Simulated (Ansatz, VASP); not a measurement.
Two plane-wave programs on Bi2S3

The input INCAR:

```
SYSTEM = Bi2S3
PREC = Accurate
ENCUT = 520
EDIFF = 1E-6
ISMEAR = -1
SIGMA = 0.02
LREAL = .False.
LASPH = .True.
NELM = 100
ALGO = Normal
ISIF = 2
LWAVE = .False.
LCHARG = .True.
GGA = PE
LELF = .True.
LVHAR = .True.
NBANDS = 32
```

File KPOINTS:

```
regular mesh
0
Gamma
  8 8 8
  0 0 0
```

File POSCAR:

```
Bi2S3
1.0
    2.0076338419      1.1591079391      9.3599410245
   -2.0076338419      1.1591079391      9.3599410245
    0.0000000000     -2.3182158781      9.3599410245
Bi S
2 3
Direct
    0.3996782879      0.3996782879      0.3996782879
    0.6003217121      0.6003217121      0.6003217121
    0.2159356713      0.2159356713      0.2159356713
    0.7840643287      0.7840643287      0.7840643287
    0.0000000000      0.0000000000      0.0000000000
```

Input for Ansatz:

```yaml
crystal:
  lattice:
    - [2.0076338419, 1.1591079391, 9.3599410245]
    - [-2.0076338419, 1.1591079391, 9.3599410245]
    - [0.0, -2.3182158781, 9.3599410245]
  atoms:
    - { symbol: Bi, position: [0.3996782879, 0.3996782879, 0.3996782879] }
    - { symbol: Bi, position: [0.6003217121, 0.6003217121, 0.6003217121] }
    - { symbol: S, position: [0.2159356713, 0.2159356713, 0.2159356713] }
    - { symbol: S, position: [0.7840643287, 0.7840643287, 0.7840643287] }
    - { symbol: S, position: [0.0, 0.0, 0.0] }
kpoints:
  mp_grid: { grid: [8, 8, 8] }
  band_path:
    path:
      - [0.0, 0.0, 0.0]
      - [0.5, 0.5, 0.5]
      - [0.823109582, 0.176890418, 0.5]
      - [0.5, -0.176890418, 0.176890418]
      - [0.5, 0.0, 0.0]
      - [0.338445209, -0.338445209, 0.0]
      - [0.661554791, 0.0, 0.338445209]
      - [0.5, 0.0, 0.5]
    npoints: 1
hamiltonian:
  xc: pbe
scf:
  occupations: { method: fermi_dirac, width: 0.02 }
  n_extra_bands: 5
output:
  forces: true
  stress: true
  eigenvalues: true
```

Alike in both runs: task single point; functional PBE; k mesh 8 × 8 × 8; occupations fermi-dirac, width 0.02 eV; no spin polarisation.

```csv
,VASP,Ansatz
version,VASP 6.6.1,Ansatz 0.2.0
potentials or method,"VASP PAW PBE potentials, release 64 (Bi_d, S)","plane waves, PAW"
plane-wave cutoff (eV),520,420
valence electrons in the cell,48,48
```

VASP gave:

| Quantity | Value |
| --- | --- |
| gap on the k mesh at the Fermi level (eV) | 0.74 |
| pressure (GPa) | 2.1 |
| traceless stress, the component that is largest in VASP (GPa) | -0.07 |
| rms of the force components (eV/Å) | 0.051 |

Q: What did Ansatz give for the same quantities?

A: gap on the k mesh at the Fermi level (eV): 0.74; pressure (GPa): 2.1; traceless stress, the component that is largest in VASP (GPa): -0.09; rms of the force components (eV/Å): 0.049.

Atom by atom the forces differ by 0.002 eV/Å (rms over components).

Neither program's run includes spin-orbit coupling.
